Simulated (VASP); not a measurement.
Ti5AlN6, 12 atoms in the cell. Symmetry: P-3m1, No. 164, trigonal system. The conventional cell has a = 2.980 Å, b = 2.980 Å, c = 14.694 Å, α = 90.00°, β = 90.00°, γ = 120.00°. Within 2.8 Å of Ti (site symmetry -3m) lie 6 N at 2.11 Å. Ti (site symmetry 3m) has 6 N at 2.11 to 2.13 Å within 2.8 Å. Ti (site symmetry 3m) has 6 N at 2.09 to 2.17 Å within 2.8 Å. Within 2.7 Å of Al (site symmetry -3m) lie 6 N at 2.06 Å. Within 2.8 Å of N (site symmetry 3m) lie 6 Ti at 2.11 to 2.13 Å. Within 2.8 Å of N (site symmetry 3m) lie 6 Ti at 2.09 to 2.11 Å. N (site symmetry 3m) has 3 Al at 2.06 Å and 3 Ti at 2.17 Å within 2.7 Å. 

* Program: VASP 6.6.1
* Task: single point
* Functional: PBE
* Potentials or basis: VASP PAW PBE potentials, release 64 (Ti_sv, Al, N)
* Cutoff: 520 eV
* k mesh: 12 × 12 × 4
* Occupations: gaussian, width 0.1 eV
* Spin: no spin polarisation
* Dipole correction: no
* Further INCAR settings: ALGO = Normal; EDIFF = 1e-06; NBANDS = 58

Potentials or basis: VASP PAW PBE potentials, release 64 (Ti_sv, Al, N).

Launch:

```bash
$ cat potpaw_PBE.64/Ti_sv/POTCAR potpaw_PBE.64/Al/POTCAR potpaw_PBE.64/N/POTCAR > POTCAR
$ mpirun -np 1 vasp_std > vasp.out
```

Hardware: 1 thread of Intel(R) Xeon(R) Platinum 8259CL CPU @ 2.50GHz (Skylake/Cascade Lake), on a shared host.

Question: Estimate the wall time of this run.

Answer: It took 13 min on 1 thread of Intel(R) Xeon(R) Platinum 8259CL CPU @ 2.50GHz (Skylake/Cascade Lake) (shared host), peak memory 0.47 GiB. Counts: scf iterations 20, k points 69.
